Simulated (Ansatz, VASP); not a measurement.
**Two plane-wave programs on GeW**

```
CELL_PARAMETERS angstrom
0.00000 2.57761 2.57761
2.57761 0.00000 2.57761
2.57761 2.57761 0.00000
ATOMIC_POSITIONS crystal
Ge 0.50000 0.50000 0.50000
W 0.00000 0.00000 0.00000
```

Alike in both runs: functional r2SCAN; k mesh 9 × 9 × 9; occupations fermi-dirac, width 0.05 eV; no spin polarisation.

|  | VASP | Ansatz |
| --- | --- | --- |
| version | VASP 6.6.1 | Ansatz 0.2.0 |
| potentials or method | VASP PAW PBE potentials, release 64 (Ge_d, W_sv) | Ansatz PAW |
| plane-wave cutoff (eV) | 520 | 500 |
| valence electrons in the cell | 28 | 28 |
| task | single point | band structure |

Ansatz gave:

* gap on the k mesh at the Fermi level (eV): none
* pressure (GPa): -3.3

Problem. Which values does VASP return?

Solution. gap on the k mesh at the Fermi level (eV): none; pressure (GPa): -3.1.

VASP's potentials were made for PBE, not for r2SCAN. A gap of «none» marks a metal or a gap that the smearing closes. With one functional, cell and mesh, what is left measures potentials, basis and numerics.

Neither program's run includes spin-orbit coupling.
